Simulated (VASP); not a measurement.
A run of VASP 6.6.1:

Contents of INCAR:

```
  PREC = Accurate
  ENCUT = 600
  EDIFF = 1E-6
  ISMEAR = 0
  SIGMA = 0.02
  LREAL = F
  LASPH = T
  NELM = 80
  ALGO = Normal
  ISIF = 3
  LWAVE = F
  LCHARG = F
  GGA = PE
  IBRION = 2
  NSW = 100
  EDIFFG = -0.01
```

File KPOINTS:

```
regular mesh
0
Gamma
  8 8 8
```

Contents of POSCAR:

```
SrInH3
1.0
    4.6544572324      0.0000000000      0.0000000000
    0.0000000000      4.6544572324      0.0000000000
    0.0000000000      0.0000000000      4.6544572324
Sr In H
1 1 3
Direct
    0.5000000000      0.5000000000      0.5000000000
    0.0000000000      0.0000000000      0.0000000000
    0.5000000000      0.5000000000      0.0000000000
    0.5000000000      0.0000000000      0.5000000000
    0.0000000000      0.5000000000      0.5000000000
```

Potentials or basis: VASP PAW PBE potentials, release 64 (Sr_sv, In_d, H).

Launch:

```bash
$ cat potpaw_PBE.64/Sr_sv/POTCAR potpaw_PBE.64/In_d/POTCAR potpaw_PBE.64/H/POTCAR > POTCAR
$ mpirun -np 1 vasp_std > vasp.out
```

Hardware: 1 thread of Intel Xeon 6975P-C (shared host).

Problem. How long does it take, and how much memory?

Solution. Wall time 5.2 min on 1 thread of Intel Xeon 6975P-C, on a shared host, peak memory 0.31 GiB. Counts: scf iterations 29, k points 35, ion steps 3.
